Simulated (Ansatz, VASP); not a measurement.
Two plane-wave programs on Te2Mo

```xyz
3
Lattice="3.4951 0.0000 0.0000 -1.7475 3.0268 0.0000 0.0000 0.0000 7.6752" Properties=species:S:1:pos:R:3 pbc="T T T"
Te    0.0000    2.0179    5.8556
Te    0.0000    2.0179    1.8196
Mo    0.0000    0.0000    0.0000
```

Alike in both runs: task relaxation of cell and atoms; functional PBE; dispersion D3(BJ); k mesh 9 × 9 × 4; occupations gaussian, width 0.02 eV; no spin polarisation.

```csv
,VASP,Ansatz
version,VASP 6.6.1,Ansatz 0.2.0
potentials or method,"VASP PAW PBE potentials, release 64 (Te, Mo_sv), cutoff 600 eV","scalar-relativistic, plane waves, PAW"
valence electrons in the cell,26,46
```

Ansatz gave:

* gap on the k mesh at the Fermi level, each at its own relaxed structure (eV): 0.97
* relaxed volume (Å³/atom): 26.89
* relaxed cell length with the largest relative difference (Å): 7.624

Question: What did VASP give for the same quantities?

Answer: gap on the k mesh at the Fermi level, each at its own relaxed structure (eV): 0.97; relaxed volume (Å³/atom): 26.85; relaxed cell length with the largest relative difference (Å): 7.621.

VASP's potentials hold 26 valence electrons a cell and Ansatz's 46, so a difference there can come from the potentials and not from the codes. Ansatz's warnings: relaxed geometry near dispersion switch.

Neither program's run includes spin-orbit coupling.
